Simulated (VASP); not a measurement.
# Mo13S25 (a cell with a defect) in VASP: single point with PBE

Aim: the single point of Mo13S25 (a cell with a defect) with PBE.

Everything below comes from runs of VASP 6.6.1. Logs are shortened: lines on timing, memory, paths and dates and some standing lists are left out, and cuts for length are marked.

**1. The cell of the first run**

The cell holds a defect, 38 atoms: a = 9.965 Å, b = 9.965 Å, c = 9.965 Å, α = 70.38°, β = 70.38°, γ = 70.38°.

**2. Single point, PBE**

Input file INCAR:

```
SYSTEM = Mo13S25
PREC = Accurate
ENCUT = 520
EDIFF = 1E-6
ISMEAR = 0
SIGMA = 0.01
LREAL = Auto
LASPH = .TRUE.
NELM = 60
ALGO = Normal
ISIF = 2
LWAVE = .FALSE.
LCHARG = .FALSE.
GGA = PE
NELECT = 330.0
NBANDS = 191
```

Input file KPOINTS:

```
Automatic mesh
0
Gamma
  2 2 2
  0.5 0.5 0.5
```

Input file POSCAR:

```
Mo13S25
1.0
    1.5925883332      6.4363691201      7.4383206521
   -6.3703533327     -1.8389626057      7.4383206521
    4.7777649996     -4.5974065144      7.4383206521
Mo S
13 25
Direct
    0.0767798351      0.6921644504      0.2306259889
    1.0006577108      0.9999316833      1.0016053685
    0.1554851425      0.3800826184      0.4618449754
    0.3079988215      0.7708697578      0.9185441569
    0.3845470679      0.4631438300      0.1545038646
    0.5350937794      0.8467830899      0.6127394905
    0.7646980031      0.9233834369      0.3093312963
    0.2313984745      0.0742779520      0.6889399332
    0.4588933366      0.1504783948      0.3852446283
    0.6162599354      0.5401448855      0.8475504894
    0.6937043355      0.2316445507      0.0786064239
    0.8477592146      0.6160423261      0.5383932217
    0.9247602701      0.3090889509      0.7701060892
    0.4036847982      0.3961326458      0.4063877769
    0.5540633592      0.7943127583      0.8584902498
    0.7046440959      0.1694479746      0.3327742967
    0.7807480305      0.8679262384      0.5575309521
    0.9430300734      0.2487107091      0.0198715268
    0.1789281429      0.3200287113      0.7079095131
    0.6333260937      0.4814099883      0.0968762272
    0.8660253729      0.5584146888      0.7871722475
    0.0162757717      0.9408551083      0.2518243873
    0.0979782334      0.6316603871      0.4793166467
    0.2525416231      0.0190694136      0.9345941843
    0.3254704929      0.7133628488      0.1701219256
    0.3390754650      0.9544600804      0.4929216188
    0.2652603261      0.2614547358      0.2607238735
    0.4194110522      0.6467612244      0.7217392895
    0.5678931357      0.0347956676      0.1852227629
    0.6460701204      0.7222623350      0.4191064799
    0.8026147132      0.1114701923      0.8803829276
    0.0313766091      0.1832777511      0.5732572060
    0.4960855769      0.3419213891      0.9564608670
    0.7265367738      0.4179993286      0.6499317307
    0.8780015218      0.8029658647      0.1102665943
    0.9564204404      0.4933861371      0.3414274032
    0.1068777196      0.8806449415      0.7999162742
    0.1875812494      0.5718050558      0.0318476756
```

Potentials or basis: VASP PAW PBE potentials, release 64 (Mo_sv, S).

Started as:

```
$ cat potpaw_PBE.64/Mo_sv/POTCAR potpaw_PBE.64/S/POTCAR > POTCAR
$ mpirun -np 1 vasp_std > vasp.out
```

OUTCAR:

```text
SYSTEM = Mo13S25
   PREC = Accurate
   ENCUT = 520
   EDIFF = 1E-6
   ISMEAR = 0
   LREAL = Auto
   LASPH = .TRUE.
   NELM = 60
   ISIF = 2
   GGA = PE
   NELECT = 330.0

 ion  position               nearest neighbor table
   1  0.077  0.692  0.231-  23 2.41  25 2.41  22 2.41  35 2.41  38 2.41  36 2.41   5 3.18  12 3.18
                             2 3.18   4 3.22   7 3.22   3 3.22
   2  0.001  1.000  0.002-  18 2.41  22 2.41  35 2.41  31 2.41  24 2.43  37 2.43   1 3.18   4 3.19
                            11 3.19  13 3.20   7 3.21   8 3.21
   3  0.155  0.380  0.462-  19 2.39  14 2.39  36 2.42  32 2.42  27 2.42  23 2.43   9 3.15   8 3.15
                            13 3.18   5 3.19  12 3.21   1 3.22
   4  0.308  0.771  0.919-  15 2.39  24 2.39  38 2.42  28 2.42  37 2.42  25 2.43   8 3.15   6 3.15
                            10 3.18   2 3.19   5 3.21   1 3.22
   5  0.385  0.463  0.155-  20 2.41  25 2.41  38 2.41  33 2.41  14 2.43  27 2.43   1 3.18   3 3.19
                            10 3.19  11 3.20   4 3.21   9 3.21
   6  0.535  0.847  0.613-  26 2.39  15 2.39  17 2.39  28 2.39  30 2.40   8 3.14   9 3.14   7 3.15
                             4 3.15  10 3.21  12 3.21
   7  0.765  0.923  0.309-  16 2.39  17 2.39  35 2.42  29 2.42  30 2.42  22 2.43   6 3.15   9 3.15
                            11 3.18  12 3.19   2 3.21   1 3.22
   8  0.231  0.074  0.689-  26 2.39  19 2.39  24 2.39  32 2.39  37 2.40   6 3.14   9 3.14   4 3.15
                             3 3.15  13 3.21   2 3.21
   9  0.459  0.150  0.385-  26 2.39  16 2.39  14 2.39  29 2.39  27 2.40   8 3.14   6 3.14   3 3.15
                             7 3.15  11 3.21   5 3.21
  10  0.616  0.540  0.848-  20 2.40  33 2.41  21 2.41  34 2.41  15 2.43  28 2.43   4 3.18   5 3.19
                            13 3.19  11 3.19  12 3.20   6 3.21
  11  0.694  0.232  0.079-  18 2.40  31 2.41  20 2.41  33 2.41  16 2.43  29 2.43   7 3.18   2 3.19
                            10 3.19  13 3.19   5 3.20   9 3.21
  12  0.848  0.616  0.538-  21 2.41  23 2.41  36 2.41  34 2.41  17 2.43  30 2.43   1 3.18   7 3.19
                            13 3.19  10 3.20   3 3.21   6 3.21
  13  0.925  0.309  0.770-  21 2.40  34 2.41  18 2.41  31 2.41  19 2.43  32 2.43   3 3.18  12 3.19
                            10 3.19  11 3.19   2 3.20   8 3.21
  14  0.404  0.396  0.406-   9 2.39   3 2.39   5 2.43
  15  0.554  0.794  0.858-   6 2.39   4 2.39  10 2.43
  16  0.705  0.169  0.333-   9 2.39   7 2.39  11 2.43
  17  0.781  0.868  0.558-   6 2.39   7 2.39  12 2.43
  18  0.943  0.249  0.020-  11 2.40   2 2.41  13 2.41
  19  0.179  0.320  0.708-   8 2.39   3 2.39  13 2.43
[... 17 lines left out ...]
  37  0.107  0.881  0.800-   8 2.40   4 2.42   2 2.43
  38  0.188  0.572  0.032-   5 2.41   1 2.41   4 2.42

  LATTYP: Found a trigonal (rhomboedric) cell.
 ALAT       =     9.9645270421
 COS(alpha) =     0.3358486993

  Lattice vectors:

 A1 = (   1.5925883332,   6.4363691201,   7.4383206521)
 A2 = (  -6.3703533327,  -1.8389626057,   7.4383206521)
 A3 = (   4.7777649996,  -4.5974065144,   7.4383206521)

Analysis of symmetry for initial positions (statically):
=====================================================================
 Subroutine PRICEL returns:
 Original cell was already a primitive cell.

 Routine SETGRP: Setting up the symmetry group for a
 trigonal (rhombohedral) supercell.

 Subroutine GETGRP returns: Found  3 space group operations
 (whereof  1 operations were pure point group operations)
 out of a pool of 12 trial point group operations.

The static configuration has the point symmetry C_1 .
 The point group associated with its full space group is C_3 .

Analysis of symmetry for dynamics (positions and initial velocities):
=====================================================================
 Subroutine PRICEL returns:
 Original cell was already a primitive cell.

 Routine SETGRP: Setting up the symmetry group for a
 trigonal (rhombohedral) supercell.

 Subroutine GETGRP returns: Found  3 space group operations
 (whereof  1 operations were pure point group operations)
 out of a pool of 12 trial point group operations.

The dynamic configuration has the point symmetry C_1 .
 The point group associated with its full space group is C_3 .

 Subroutine INISYM returns: Found  3 space group operations
 (whereof  1 operations are pure point group operations),
 and found     1 'primitive' translations

----------------------------------------------------------------------------------------

                                     Primitive cell

  volume of cell :     849.6028

  direct lattice vectors                    reciprocal lattice vectors
     1.592588333  6.436369120  7.438320652     0.024150333  0.097602409  0.044812983
    -6.370353333 -1.838962606  7.438320652    -0.096601332 -0.027886402  0.044812983
     4.777765000 -4.597406514  7.438320652     0.072450999 -0.069716006  0.044812983

  length of vectors
     9.964527042  9.964527042  9.964527042     0.110080299  0.110080299  0.110080299

  position of ions in fractional coordinates (direct lattice)
     0.076779835  0.692164450  0.230625989
     0.000657711  0.999931683  0.001605369
     0.155485142  0.380082618  0.461844975
     0.307998822  0.770869758  0.918544157
     0.384547068  0.463143830  0.154503865
     0.535093779  0.846783090  0.612739490
[... 30 lines left out ...]
     0.106877720  0.880644942  0.799916274
     0.187581249  0.571805056  0.031847676

  ion indices of the primitive-cell ions
   primitive index   ion index
                 1           1
                 2           2
                 3           3
                 4           4
                 5           5
                 6           6
[... 30 lines left out ...]
                37          37
                38          38

----------------------------------------------------------------------------------------

 KPOINTS: Automatic mesh

Automatic generation of k-mesh.
 Grid dimensions read from file:
 generate k-points for:    2    2    2

 Generating k-lattice:

  Cartesian coordinates                     Fractional coordinates (reciprocal lattice)
     0.012075166  0.048801204  0.022406491     0.500000000  0.000000000  0.000000000
    -0.048300666 -0.013943201  0.022406491    -0.000000000  0.500000000 -0.000000000
     0.036225499 -0.034858003  0.022406491    -0.000000000 -0.000000000  0.500000000

  Length of vectors
     0.055040149  0.055040149  0.055040149

  Shift w.r.t. Gamma in fractional coordinates (k-lattice)
     0.500000000  0.500000000  0.500000000

 Subroutine IBZKPT returns following result:
 ===========================================

 Found      2 irreducible k-points:

 Following reciprocal coordinates:
            Coordinates               Weight
  0.250000  0.250000  0.250000      2.000000
 -0.250000  0.250000  0.250000      6.000000
   k-points           NKPTS =      2   k-points in BZ     NKDIM =      2   number of bands    NBANDS=    191
   number of dos      NEDOS =    301   number of ions     NIONS =     38
   total plane-waves  NPLWV = 512000
   dimension x,y,z NGX =    80 NGY =   80 NGZ =   80
   dimension x,y,z NGXF=   160 NGYF=  160 NGZF=  160
   ions per type =              13  25
   NGX,Y,Z   is equivalent  to a cutoff of  13.35, 13.35, 13.35 a.u.
   NGXF,Y,Z  is equivalent  to a cutoff of  26.69, 26.69, 26.69 a.u.
 SYSTEM =  Mo13S25
   PREC   = accura    normal or accurate (medium, high low for compatibility)
   ISTART =      0    job   : 0-new  1-cont  2-samecut
   ICHARG =      2    charge: 1-file 2-atom 10-const
   ISPIN  =      1    spin polarized calculation?
   LNONCOLLINEAR =      F non collinear calculations
   LSORBIT =      F    spin-orbit coupling
   LASPH  =      T    aspherical Exc in radial PAW
   ENCUT  =  520.0 eV  38.22 Ry    6.18 a.u.  18.53 18.53 18.53*2*pi/ulx,y,z
   NELM   =     60;   NELMIN=  2; NELMDL= -5     # of ELM steps
   EDIFF  = 0.1E-05   stopping-criterion for ELM
   LREAL  =      T    real-space projection
   EDIFFG = 0.1E-04   stopping-criterion for IOM
   NSW    =      0    number of steps for IOM
   IBRION =     -1    ionic relax: 0-MD 1-quasi-New 2-CG
   NFREE  =      0    steps in history (QN), initial steepest desc. (CG)
   ISIF   =      2    stress and relaxation
   ISYM   =      2    0-nonsym 1-usesym 2-fastsym
   POTIM  = 0.5000    time-step for ionic-motion
   TEBEG  =    0.0;   TEEND  =   0.0 temperature during run
   PSTRESS=    0.0 pullay stress
   NELECT =     330.0000    total number of electrons
   NUPDOWN=      -1.0000    fix difference up-down
   EMIN   =  10.00;   EMAX   =-10.00  energy-range for DOS
   EFERMI =   0.00;   METHOD = LEGACY
   ISMEAR =     0;   SIGMA  =   0.01  broadening in eV -4-tet -1-fermi 0-gaus
   EFERMI_NEDOS =   21; number of points for ismear=-14 and -15
   IALGO  =     38    algorithm
   IMIX   =      4    mixing-type and parameters
     AMIX     =   0.40;   BMIX     =  1.00
     AMIX_MAG =   1.60;   BMIX_MAG =  1.00
  volume/ion in A,a.u.               =      22.36       150.88
  Fermi-wavevector in a.u.,A,eV,Ry     =   1.194467  2.257215 19.412132  1.426751
  Thomas-Fermi vector in A             =   2.330456
   LORBIT       =      0    0 simple, 1 ext, 2 COOP (PROOUT), +10 PAW based schemes
   GGA     = PE    functional components
   LHFCALC =     F    Hartree Fock is set to
   AEXX    =    0.0000 exact exchange contribution
   IVDW    =     0    specifies the selected vdW correction
   LEPSILON=     F    determine dielectric tensor
   LRPA    =     F    only Hartree local field effects (RPA)
 non-spin polarized calculation
 Gauss-broadening in eV      SIGMA  =   0.01
  energy-cutoff  :      520.00
  volume of cell :      849.60
 maximum number of plane-waves:     22888
 NGX is ok and might be reduce to    80
   NGX = 37   NGY = 37   NGZ = 37

 number of electron     330.0000002 magnetization

 Free energy of the ion-electron system (eV)
  ---------------------------------------------------
  ext. energy  EPLUGINS =         0.00000000
  ---------------------------------------------------
  free energy    TOTEN  =      -285.97364786 eV

  energy without entropy =     -285.97359910  energy(sigma->0) =     -285.97362348

 E-fermi :   4.1745     XC(G=0):  -9.2225

 val. band max:        4.1518344050   @ k =  -0.2500   0.2500   0.2500
 cond. band min:       4.1972500837   @ k =  -0.2500   0.2500   0.2500
 fundamental gap:      0.0454156787
 Fermi energy:         4.1745422445

 k-point     1 :       0.2500    0.2500    0.2500
  band No.  band energies     occupation
      1     -56.7167      2.00000
      2     -56.6996      2.00000
      3     -56.6996      2.00000
      4     -56.6990      2.00000
      5     -56.6906      2.00000
      6     -56.6906      2.00000
[... 169 lines left out ...]
    176       6.4006      0.00000
    177       6.4163      0.00000

 k-point     2 :      -0.2500    0.2500    0.2500
  band No.  band energies     occupation
      1     -56.7141      2.00000
      2     -56.7067      2.00000
      3     -56.7004      2.00000
      4     -56.6959      2.00000
      5     -56.6906      2.00000
      6     -56.6885      2.00000
[... 169 lines left out ...]
    176       6.4715      0.00000
    177       6.4913      0.00000
 [bands above 177 left out]

------------------------ aborting loop because EDIFF is reached ----------------------------------------

  FORCE on cell =-STRESS in cart. coord.  units (eV):
  Direction    XX          YY          ZZ          XY          YZ          ZX
  --------------------------------------------------------------------------------------
  -------------------------------------------------------------------------------------
  Total      -22.5205627    -22.5205627    -22.3039393      0.0000001      0.0000000     -0.0000000
  in kB      -42.4691814    -42.4691814    -42.0606739      0.0000001      0.0000000     -0.0000000
  external PRESSURE =     -42.3330122 kB  Pullay stress =       0.0000000 kB

 VOLUME and BASIS-vectors are now :
 -----------------------------------------------------------------------------
  energy-cutoff  :      520.00
  volume of cell :      849.60
      direct lattice vectors                 reciprocal lattice vectors
     1.592588333  6.436369120  7.438320652     0.024150333  0.097602409  0.044812983
    -6.370353333 -1.838962606  7.438320652    -0.096601332 -0.027886402  0.044812983
     4.777765000 -4.597406514  7.438320652     0.072450999 -0.069716006  0.044812983

 POSITION                                       TOTAL-FORCE (eV/Angst)
 -----------------------------------------------------------------------------------
     -3.18518     -1.83896      7.43512        -0.000000     -0.000000     -0.001403
     -6.36120     -1.84198      7.45465         0.007114     -0.001513      0.004735
      0.03295     -1.82149      7.41908        -0.000314     -0.000102     -0.002890
     -0.03161     -3.65813     14.85740         0.000245     -0.000221     -0.002890
     -1.59978      0.91307      7.45465        -0.004867     -0.005404      0.004735
     -1.61460     -0.93015     14.83660         0.010233      0.006703      0.008722
[... 30 lines left out ...]
     -1.61800     -4.60911     13.29554         0.001160      0.002140      0.005951
     -3.19170      0.00940      5.88545         0.004132     -0.001719      0.007630
 -----------------------------------------------------------------------------------
    total drift:                                0.000019      0.000006      0.003964

  FREE ENERGIE OF THE ION-ELECTRON SYSTEM (eV)
  ---------------------------------------------------
  free  energy   TOTEN  =      -285.9736478619 eV

  energy  without entropy=     -285.9735990984  energy(sigma->0) =     -285.97362348
```

It took 16 min on 1 thread of Intel Xeon Platinum 8259CL at 2.50GHz (Skylake/Cascade Lake), shared host; peak memory 1.1 GiB.

What came out:

```yaml
Free_energy: -285.9736 eV
Largest_force: 0.017 eV/Å
```

Forces in eV/Å, atoms in the order of the input:
```
Mo   0.000  0.000 -0.001
Mo   0.007 -0.002  0.005
Mo   0.000  0.000 -0.003
Mo   0.000  0.000 -0.003
Mo  -0.005 -0.005  0.005
Mo   0.010  0.007  0.009
Mo   0.000  0.000 -0.003
Mo   0.001 -0.012  0.009
Mo  -0.011  0.006  0.009
Mo   0.012 -0.003  0.009
Mo  -0.003  0.012  0.009
Mo  -0.002  0.007  0.005
Mo  -0.009 -0.009  0.009
S   -0.002  0.003 -0.011
S   -0.006 -0.003 -0.015
S    0.006 -0.004 -0.015
S    0.003  0.001 -0.011
S    0.004 -0.002 -0.014
S    0.000  0.007 -0.015
S   -0.004 -0.002 -0.014
S    0.000  0.004 -0.014
S   -0.001  0.007 -0.006
S   -0.006 -0.004 -0.006
S   -0.001 -0.003 -0.011
S    0.006 -0.003 -0.006
S    0.000  0.000  0.000
S    0.001 -0.002  0.006
S   -0.008 -0.003  0.008
S    0.007 -0.006  0.008
S   -0.002  0.000  0.006
S    0.003 -0.006  0.007
S    0.002  0.009  0.008
S   -0.007  0.000  0.007
S    0.004  0.006  0.007
S   -0.001  0.004  0.008
S   -0.004 -0.003  0.008
S    0.001  0.002  0.006
S    0.004 -0.002  0.008
```

Levels at points of the mesh, in eV from the Fermi level:
```
           k point  band 162  band 163  band 164  band 165  band 166  band 167  band 168  band 169
(0.25, 0.25, 0.25)     -0.35     -0.30     -0.29     -0.07      0.22      1.15      1.16      2.07
```

Caveat: the cell carries a net charge on a neutralising background, which shifts energy and pressure; the cell is charged against a uniform background, so pressure and absolute levels hang on convention.
